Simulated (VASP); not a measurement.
Input of a VASP 6.6.1 run:

POSCAR

```
PbS
1.0
    0.0000000000      2.8538125000      2.8538125000
    2.9650000000     -0.1111875000      2.9650000000
    2.9650000000      2.9650000000     -0.1111875000
Pb S
1 1
Direct
    0.0000000000      0.0000000000      0.0000000000
    0.5000000000      0.5000000000      0.5000000000
```

Contents of INCAR.step1:

```
SYSTEM = PbS
  ALGO = Normal
  EDIFF = 1E-4
  ENCUT = 520
  GGA = PE
  ISMEAR = 0
  LASPH = .True.
  LCHARG = .False.
  LREAL = .False.
  LWAVE = .True.
  NBANDS = 17
  NELM = 80
  PREC = Accurate
  SIGMA = 0.05
```

File INCAR.step2:

```
SYSTEM = PbS
  ALGO = Normal
  EDIFF = 1E-6
  ENCUT = 520
  ISIF = 2
  ISMEAR = 0
  ISTART = 1
  LASPH = .True.
  LCHARG = .True.
  LELF = .True.
  LMIXTAU = .True.
  LREAL = .False.
  LVHAR = .True.
  LWAVE = .False.
  METAGGA = R2SCAN
  NBANDS = 17
  NELM = 80
  PREC = Accurate
  SIGMA = 0.05
```

Contents of KPOINTS:

```
k-points
0
Gamma
  8 8 8
  0 0 0
```

Potentials or basis: VASP PAW PBE potentials, release 64 (Pb_d, S).

Command:

```console
$ cat potpaw_PBE.64/Pb_d/POTCAR potpaw_PBE.64/S/POTCAR > POTCAR
$ cp INCAR.step1 INCAR
$ mpirun -np 1 vasp_std > vasp.out
$ cp INCAR.step2 INCAR
$ mpirun -np 1 vasp_std > vasp.out
```

**Question.** Estimate the pressure.

**Answer.** 1.3 GPa.

**Question.** Estimate the band gap on the k mesh.

**Answer.** 0.21 eV (least direct gap 0.51 eV).

Stress tensor (GPa, compression positive):
```
1.22 0.00 0.00
0.00 1.37 1.53
0.00 1.53 1.37
```

Caveat: the cell differs from its parent crystal (strain -0.0750 x Voigt [0, 0, 0, 1, 0, 0]); the PAW data sets were made with another functional, which shifts forces and pressure a little; spin-orbit coupling is left out, which moves the levels of the heavy elements. A k mesh can miss the band edges.
